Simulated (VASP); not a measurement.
Here is a VASP 6.6.1 calculation.

File INCAR:

```
PREC = Accurate ; ENCUT = 520
EDIFF = 1E-7 ; ISMEAR = 0
SIGMA = 0.1 ; LREAL = F
LASPH = T ; NELM = 100
ALGO = Fast ; ISIF = 2
LWAVE = F ; LCHARG = T
GGA = PE ; LELF = T
LVHAR = T ; NBANDS = 18
```

Contents of KPOINTS:

```
Automatic mesh
0
Gamma
  8 8 8
```

The input POSCAR:

```
ZnAu
1.0
    3.1500525100      0.0000000000      0.0000000000
    0.0000000000      3.1500525100      0.0000000000
    0.0000000000      0.0000000000      3.1500525100
Zn Au
1 1
Direct
    0.4952534464      0.5007384886      0.4907031126
    0.0147200704      0.0001612131     -0.0076997901
```

Potentials or basis: VASP PAW PBE potentials, release 64 (Zn, Au).

Launch:

```sh
$ cat potpaw_PBE.64/Zn/POTCAR potpaw_PBE.64/Au/POTCAR > POTCAR
$ mpirun -np 1 vasp_std > vasp.out
```

Question: Estimate the band gap on the k mesh.

Answer: Zero (an odd number of electrons rules out a gap without spin polarisation).

Question: Estimate the largest force.

Answer: 0.235 eV/Å.

Question: Estimate the pressure.

Answer: 5.0 GPa.

Stress tensor (GPa, compression positive):
```
 4.93 -0.01  0.03
-0.01  5.09  0.00
 0.03  0.00  5.08
```

Caveat: the cell stands under pressure; spin-orbit coupling is left out, which moves the levels of the heavy elements.
